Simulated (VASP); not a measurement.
**P: single point with PBEsol+D4**

Crystal: P.

```
P
1.0
     3.60458    0.00000    0.00000
     0.00000    3.60458    0.00000
     0.00000    0.00000    7.84508
P
3
Direct
  0.50000 0.00000 0.99831
  0.00000 0.50000 0.99831
  0.00000 0.00000 0.37926
```

- Program: VASP 6.6.1
- Task: single point
- Functional: PBEsol
- Dispersion: D4
- Potentials or basis: VASP PAW PBE potentials, release 64 (P)
- Cutoff: 520 eV
- k mesh: 7 × 7 × 3
- Occupations: fermi-dirac, width 0.1 eV
- Spin: no spin polarisation
- Dipole correction: no
- Further INCAR settings: ALGO = Normal; EDIFF = 1e-06; NBANDS = 14

The pressure is -11.5 GPa, the largest force is 1.069 eV/Å and the band gap on the k mesh is zero (an odd number of electrons rules out a gap without spin polarisation). The dispersion energy per atom is -0.134 eV.

Forces in eV/Å, atoms in the order of the input:
```
P    0.000  0.000  0.535
P    0.000  0.000  0.535
P    0.000  0.000 -1.069
```

Stress tensor (GPa, compression positive):
```
-14.19   0.00   0.00
  0.00 -14.19   0.00
  0.00   0.00  -6.24
```

Levels at points of the mesh, in eV from the Fermi level:
```csv
k point,band 5,band 6,band 7,band 8,band 9,band 10
"(0.00, 0.00, 0.00)",-3.08,-3.08,-0.08,1.18,1.18,2.50
```

Run time: 37 s on 1 thread of AMD EPYC 7R13, on a shared host, peak memory 0.17 GiB.

Caveat: the cell stands under tension; the PAW data sets were made with another functional, which shifts forces and pressure a little.
